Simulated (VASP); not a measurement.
# BeZn5Se6 (P1) in VASP: relaxation of cell and atoms with PBE

Aim: the relaxation of cell and atoms of BeZn5Se6 with PBE.

All numbers are computed with VASP 6.6.1; they aren't measurements. Logs are shortened: lines on timing, memory, paths and dates and some standing lists are left out, and cuts for length are marked.

## (1) The cell of the first run

The typed cell holds 12 atoms: a = 4.009 Å, b = 4.117 Å, c = 16.963 Å, α = 90.39°, β = 89.57°, γ = 87.87°.

## (2) Relaxation of cell and atoms, PBE

INCAR reads:

```
SYSTEM = BeZn5Se6
PREC = Accurate
ENCUT = 600
EDIFF = 1E-6
ISMEAR = 0
SIGMA = 0.1
LREAL = .FALSE.
LASPH = .TRUE.
NELM = 80
ALGO = Normal
ISIF = 3
LWAVE = .FALSE.
LCHARG = .FALSE.
GGA = PE
IBRION = 2
NSW = 80
EDIFFG = -0.025
```

KPOINTS reads:

```
regular mesh
0
G
  4 4 1
  0 0 0
```

POSCAR reads:

```
BeZn5Se6
1.0
    4.0084663433      0.0753918327      0.0151123086
    0.0753918327      4.1166268063     -0.0138652592
    0.0646912771     -0.0593530312     16.9628612845
Be Zn Se
1 5 6
Direct
    0.4901989639      0.5049200635      0.5018188737
    0.0135402856      0.0038503647      0.6575318656
    0.5008655483      0.4997017635      0.8300796204
    0.0028290255      0.0040781428     -0.0043589128
    0.4936384046      0.4869503269      0.1695183587
   -0.0084532301     -0.0051728040      0.3382075503
    0.5114694008     -0.0055341584      0.7457364499
   -0.0032615666      0.5100546051      0.9137816683
    0.5065715479      0.0234883750      0.0921841722
   -0.0028743092      0.4867909750      0.2593682558
    0.5047558344     -0.0027820141      0.4298832483
   -0.0092799050      0.4936543599      0.5662488496
```

Potentials or basis: VASP PAW PBE potentials, release 64 (Be, Zn, Se).

Started as:

```console
$ cat potpaw_PBE.64/Be/POTCAR potpaw_PBE.64/Zn/POTCAR potpaw_PBE.64/Se/POTCAR > POTCAR
$ mpirun -np 1 vasp_std > vasp.out
```

OUTCAR:

```text
SYSTEM = BeZn5Se6
   PREC = Accurate
   ENCUT = 600
   EDIFF = 1E-6
   ISMEAR = 0
   LREAL = .FALSE.
   LASPH = .TRUE.
   NELM = 80
   ISIF = 3
   GGA = PE
   IBRION = 2
   NSW = 80
   EDIFFG = -0.025

 ion  position               nearest neighbor table
   1  0.490  0.505  0.502-  12 2.28  12 2.29  11 2.38  11 2.41
   2  0.014  0.004  0.658-   7 2.50   7 2.50  12 2.55  12 2.61
   3  0.501  0.500  0.830-   8 2.45   8 2.46   7 2.50   7 2.52
   4  0.003  0.004  0.996-   8 2.46   8 2.51   9 2.57   9 2.61
   5  0.494  0.487  0.170-   9 2.31  10 2.50  10 2.54   9 2.58
   6  0.992  0.995  0.338-  10 2.44  10 2.47  11 2.49  11 2.59
   7  0.511  0.994  0.746-   3 2.50   2 2.50   2 2.50   3 2.52
   8  0.997  0.510  0.914-   3 2.45   4 2.46   3 2.46   4 2.51
   9  0.507  0.023  0.092-   5 2.31   4 2.57   5 2.58   4 2.61
  10  0.997  0.487  0.259-   6 2.44   6 2.47   5 2.50   5 2.54
  11  0.505  0.997  0.430-   1 2.38   1 2.41   6 2.49   6 2.59
  12  0.991  0.494  0.566-   1 2.28   1 2.29   2 2.55   2 2.61

  LATTYP: Found a triclinic cell.
 ALAT       =     5.6392814185
 B/A-ratio  =     0.7301179266
 C/A-ratio  =     3.0080230474
 COS(alpha) =     0.0067959973
 COS(beta)  =     0.0103056809
 COS(gamma) =     0.7037446845

  Lattice vectors:

 A1 = (  -3.9330745106,   4.0412349736,  -0.0289775678)
 A2 = (   0.0753918327,   4.1166268063,  -0.0138652592)
 A3 = (  -0.0646912771,   0.0593530312, -16.9628612845)

Analysis of symmetry for initial positions (statically):
=====================================================================
 Subroutine PRICEL returns:
 Original cell was already a primitive cell.

 Routine SETGRP: Setting up the symmetry group for a
 triclinic supercell.

 Subroutine GETGRP returns: Found  1 space group operations
 (whereof  1 operations were pure point group operations)
 out of a pool of  2 trial point group operations.

The static configuration has the point symmetry C_1 .

Analysis of symmetry for dynamics (positions and initial velocities):
=====================================================================
 Subroutine PRICEL returns:
 Original cell was already a primitive cell.

 Routine SETGRP: Setting up the symmetry group for a
 triclinic supercell.

 Subroutine GETGRP returns: Found  1 space group operations
 (whereof  1 operations were pure point group operations)
 out of a pool of  2 trial point group operations.

The dynamic configuration has the point symmetry C_1 .

 Subroutine INISYM returns: Found  1 space group operations
 (whereof  1 operations are pure point group operations),
 and found     1 'primitive' translations

----------------------------------------------------------------------------------------

                                     Primitive cell

  volume of cell :     279.8064

  direct lattice vectors                    reciprocal lattice vectors
     4.008466343  0.075391833  0.015112309     0.249561643 -0.004573727 -0.000967757
     0.075391833  4.116626806 -0.013865259    -0.004573727  0.243004018  0.000867714
     0.064691277 -0.059353031 16.962861285    -0.000226074  0.000202704  0.058953890

  length of vectors
     4.009203753  4.117340457 16.963088478     0.249605427  0.243048605  0.058954672

  position of ions in fractional coordinates (direct lattice)
     0.490198964  0.504920064  0.501818874
     0.013540286  0.003850365  0.657531866
     0.500865548  0.499701763  0.830079620
     0.002829025  0.004078143  0.995641087
     0.493638405  0.486950327  0.169518359
     0.991546770  0.994827196  0.338207550
     0.511469401  0.994465842  0.745736450
     0.996738433  0.510054605  0.913781668
     0.506571548  0.023488375  0.092184172
     0.997125691  0.486790975  0.259368256
     0.504755834  0.997217986  0.429883248
     0.990720095  0.493654360  0.566248850

  ion indices of the primitive-cell ions
   primitive index   ion index
                 1           1
                 2           2
                 3           3
                 4           4
                 5           5
                 6           6
                 7           7
                 8           8
                 9           9
                10          10
                11          11
                12          12

----------------------------------------------------------------------------------------

 KPOINTS: regular mesh

Automatic generation of k-mesh.
 Grid dimensions read from file:
 generate k-points for:    4    4    1

 Generating k-lattice:

  Cartesian coordinates                     Fractional coordinates (reciprocal lattice)
     0.062390411 -0.001143432 -0.000241939     0.250000000 -0.000000000 -0.000000000
    -0.001143432  0.060751004  0.000216928    -0.000000000  0.250000000  0.000000000
    -0.000226074  0.000202704  0.058953890     0.000000000  0.000000000  1.000000000

  Length of vectors
     0.062401357  0.060762151  0.058954672

  Shift w.r.t. Gamma in fractional coordinates (k-lattice)
     0.000000000  0.000000000  0.000000000

 Subroutine IBZKPT returns following result:
 ===========================================

 Found     10 irreducible k-points:

 Following reciprocal coordinates:
            Coordinates               Weight
  0.000000  0.000000  0.000000      1.000000
  0.250000 -0.000000  0.000000      2.000000
  0.500000 -0.000000  0.000000      1.000000
 -0.000000  0.250000 -0.000000      2.000000
  0.250000  0.250000 -0.000000      2.000000
  0.500000  0.250000 -0.000000      2.000000
 -0.250000  0.250000 -0.000000      2.000000
 -0.000000  0.500000 -0.000000      1.000000
  0.250000  0.500000 -0.000000      2.000000
  0.500000  0.500000 -0.000000      1.000000
   k-points           NKPTS =     10   k-points in BZ     NKDIM =     10   number of bands    NBANDS=     58
   number of dos      NEDOS =    301   number of ions     NIONS =     12
   total plane-waves  NPLWV = 161280
   dimension x,y,z NGX =    32 NGY =   36 NGZ =  140
   dimension x,y,z NGXF=    64 NGYF=   72 NGZF=  280
   ions per type =               1   5   6
   NGX,Y,Z   is equivalent  to a cutoff of  13.27, 14.54, 13.72 a.u.
   NGXF,Y,Z  is equivalent  to a cutoff of  26.54, 29.07, 27.44 a.u.
 SYSTEM =  BeZn5Se6
   PREC   = accura    normal or accurate (medium, high low for compatibility)
   ISTART =      0    job   : 0-new  1-cont  2-samecut
   ICHARG =      2    charge: 1-file 2-atom 10-const
   ISPIN  =      1    spin polarized calculation?
   LNONCOLLINEAR =      F non collinear calculations
   LSORBIT =      F    spin-orbit coupling
   LASPH  =      T    aspherical Exc in radial PAW
   ENCUT  =  600.0 eV  44.10 Ry    6.64 a.u.   8.01  8.22 33.88*2*pi/ulx,y,z
   NELM   =     80;   NELMIN=  2; NELMDL= -5     # of ELM steps
   EDIFF  = 0.1E-05   stopping-criterion for ELM
   LREAL  =      F    real-space projection
   EDIFFG = -.3E-01   stopping-criterion for IOM
   NSW    =     80    number of steps for IOM
   IBRION =      2    ionic relax: 0-MD 1-quasi-New 2-CG
   NFREE  =      1    steps in history (QN), initial steepest desc. (CG)
   ISIF   =      3    stress and relaxation
   ISYM   =      2    0-nonsym 1-usesym 2-fastsym
   POTIM  = 0.5000    time-step for ionic-motion
   TEBEG  =    0.0;   TEEND  =   0.0 temperature during run
   PSTRESS=    0.0 pullay stress
   NELECT =      98.0000    total number of electrons
   NUPDOWN=      -1.0000    fix difference up-down
   EMIN   =  10.00;   EMAX   =-10.00  energy-range for DOS
   EFERMI =   0.00;   METHOD = LEGACY
   ISMEAR =     0;   SIGMA  =   0.10  broadening in eV -4-tet -1-fermi 0-gaus
   EFERMI_NEDOS =   21; number of points for ismear=-14 and -15
   IALGO  =     38    algorithm
   IMIX   =      4    mixing-type and parameters
     AMIX     =   0.40;   BMIX     =  1.00
     AMIX_MAG =   1.60;   BMIX_MAG =  1.00
  volume/ion in A,a.u.               =      23.32       157.35
  Fermi-wavevector in a.u.,A,eV,Ry     =   1.153978  2.180703 18.118414  1.331666
  Thomas-Fermi vector in A             =   2.290618
   LORBIT       =      0    0 simple, 1 ext, 2 COOP (PROOUT), +10 PAW based schemes
   GGA     = PE    functional components
   LHFCALC =     F    Hartree Fock is set to
   AEXX    =    0.0000 exact exchange contribution
   IVDW    =     0    specifies the selected vdW correction
   LEPSILON=     F    determine dielectric tensor
   LRPA    =     F    only Hartree local field effects (RPA)
 conjugate gradient relaxation of ions
 non-spin polarized calculation
 Gauss-broadening in eV      SIGMA  =   0.10
  energy-cutoff  :      600.00
  volume of cell :      279.81
 maximum number of plane-waves:      9380
   NGX = 17   NGY = 17   NGZ = 67

--------------------------------------- Ionic step        1  -------------------------------------------

 number of electron      98.0000008 magnetization

 Free energy of the ion-electron system (eV)
  ---------------------------------------------------
  ext. energy  EPLUGINS =         0.00000000
  ---------------------------------------------------
  free energy    TOTEN  =       -38.29095519 eV

  energy without entropy =      -38.29095519  energy(sigma->0) =      -38.29095519

------------------------ aborting loop because EDIFF is reached ----------------------------------------

  FORCE on cell =-STRESS in cart. coord.  units (eV):
  Direction    XX          YY          ZZ          XY          YZ          ZX
  --------------------------------------------------------------------------------------
  -------------------------------------------------------------------------------------
  Total       -2.1592911     -3.7112423     -2.2028694     -1.3927094      1.3321307     -0.7738572
  in kB      -12.3641459    -21.2506511    -12.6136760     -7.9746833      7.6278084     -4.4311223
  external PRESSURE =     -15.4094910 kB  Pullay stress =       0.0000000 kB
[... 119 lines left out ...]
  FREE ENERGIE OF THE ION-ELECTRON SYSTEM (eV)
  ---------------------------------------------------
  free  energy   TOTEN  =       -38.6164261020 eV

  energy  without entropy=      -38.6164261020  energy(sigma->0) =      -38.61642610

[... ionic steps 4 to 12 ...]

--------------------------------------- Ionic step       13  -------------------------------------------

 number of electron      98.0000020 magnetization

------------------------ aborting loop because EDIFF is reached ----------------------------------------

  FORCE on cell =-STRESS in cart. coord.  units (eV):
  Direction    XX          YY          ZZ          XY          YZ          ZX
  --------------------------------------------------------------------------------------
  -------------------------------------------------------------------------------------
  Total       -0.2089954     -0.1150856     -0.2281713      0.0242561      0.1051764     -0.0876201
  in kB       -1.2350507     -0.6800942     -1.3483700      0.1433404      0.6215363     -0.5177879
  external PRESSURE =      -1.0878383 kB  Pullay stress =       0.0000000 kB
[... 77 lines left out ...]
  energy  without entropy=      -38.6774583679  energy(sigma->0) =      -38.67745837

--------------------------------------- Ionic step       15  -------------------------------------------

 number of electron      98.0000030 magnetization

 Free energy of the ion-electron system (eV)
  ---------------------------------------------------
  ext. energy  EPLUGINS =         0.00000000
  ---------------------------------------------------
  free energy    TOTEN  =       -38.67803093 eV

  energy without entropy =      -38.67803093  energy(sigma->0) =      -38.67803093

 E-fermi :   2.1101     XC(G=0):  -9.1930

 val. band max:        1.6215856564   @ k =   0.0000   0.0000   0.0000
 cond. band min:       3.0590500235   @ k =   0.0000   0.0000   0.0000
 fundamental gap:      1.4374643670
 Fermi energy:         2.1101450808

 k-point     1 :       0.0000    0.0000    0.0000
  band No.  band energies     occupation
      1     -11.5809      2.00000
      2     -11.3405      2.00000
      3     -11.2525      2.00000
      4     -10.8134      2.00000
      5     -10.7146      2.00000
      6     -10.4125      2.00000
[... 638 lines left out ...]
  FREE ENERGIE OF THE ION-ELECTRON SYSTEM (eV)
  ---------------------------------------------------
  free  energy   TOTEN  =       -38.6780309319 eV

  energy  without entropy=      -38.6780309319  energy(sigma->0) =      -38.67803093

 reached required accuracy - stopping structural energy minimisation
```

Wall time 18 min (1 thread of Intel Xeon 6975P-C (Granite Rapids), shared host); peak memory 0.54 GiB.

What came out:

```yaml
Free_energy: -38.6780 eV
Relaxed_volume: 22.53 Å³/atom
Relaxed_cell: a = 3.994 Å, b = 3.996 Å, c = 16.942 Å, α = 89.98°, β = 90.02°, γ = 90.00°
Space_group_after_relaxing_to_0.1_Å: P-4m2 (No. 115)
Energy_gained_by_relaxing: 32.3 meV/atom
Ionic_steps: 15
Pressure_after_relaxing: 0.0 GPa
Largest_force_after_relaxing: 0.021 eV/Å
Band_gap_on_the_k_mesh: 1.44 eV
```

Forces in eV/Å, atoms in the order of the input:
```
Be  -0.007  0.000 -0.002
Zn  -0.008  0.003  0.010
Zn   0.001  0.003 -0.014
Zn  -0.004 -0.010  0.011
Zn   0.005 -0.020  0.000
Zn   0.004  0.010  0.001
Se  -0.006 -0.005  0.017
Se  -0.009 -0.005 -0.001
Se   0.001  0.021 -0.003
Se   0.002 -0.003 -0.006
Se   0.016  0.011  0.001
Se   0.005 -0.006 -0.012
```

The path:
| step | energy change (eV) | largest force (eV/Å) | pressure (GPa) | volume (Å³) |
| --- | --- | --- | --- | --- |
| 1 | 0.0000 | 1.7735 | -1.54 | 279.81 |
| 2 | -0.3024 | 0.4865 | 0.00 | 270.80 |
| 3 | -0.3255 | 0.3183 | 0.74 | 267.51 |
| 4 | -0.3669 | 0.2020 | 0.02 | 270.56 |
| 5 | -0.3707 | 0.1776 | -0.26 | 271.84 |
| 6 | -0.3796 | 0.0935 | -0.04 | 270.81 |
| 7 | -0.3814 | 0.0714 | 0.13 | 270.06 |
| 8 | -0.3834 | 0.0543 | 0.00 | 270.73 |
| 9 | -0.3836 | 0.0583 | -0.10 | 271.14 |
| 10 | -0.3847 | 0.0480 | -0.03 | 270.74 |
| 11 | -0.3849 | 0.0504 | 0.06 | 270.47 |
| 12 | -0.3860 | 0.0299 | -0.03 | 270.71 |
| 13 | -0.3865 | 0.0397 | -0.11 | 271.12 |
| 14 | -0.3865 | 0.0371 | -0.08 | 271.02 |
| 15 | -0.3871 | 0.0214 | 0.04 | 270.39 |

Final structure:
```yaml
crystal:
  lattice:
    - [3.99393, 0.00010, -0.00069]
    - [0.00000, 3.99615, 0.00093]
    - [-0.00358, 0.00208, 16.94156]
  atoms:
    - { symbol: Be, position: [0.49932, 0.49857, 0.50006] }
    - { symbol: Zn, position: [0.00217, 0.99951, 0.65597] }
    - { symbol: Zn, position: [0.50186, 0.50061, 0.82799] }
    - { symbol: Zn, position: [0.00095, 0.00258, 0.99989] }
    - { symbol: Zn, position: [0.49824, 0.50111, 0.17201] }
    - { symbol: Zn, position: [0.99722, 0.99787, 0.34396] }
    - { symbol: Se, position: [0.50214, 0.00071, 0.74189] }
    - { symbol: Se, position: [0.00199, 0.50221, 0.91396] }
    - { symbol: Se, position: [0.50054, 0.00038, 0.08603] }
    - { symbol: Se, position: [0.99835, 0.49866, 0.25809] }
    - { symbol: Se, position: [0.49760, 0.99828, 0.43072] }
    - { symbol: Se, position: [0.99962, 0.49952, 0.56943] }
```
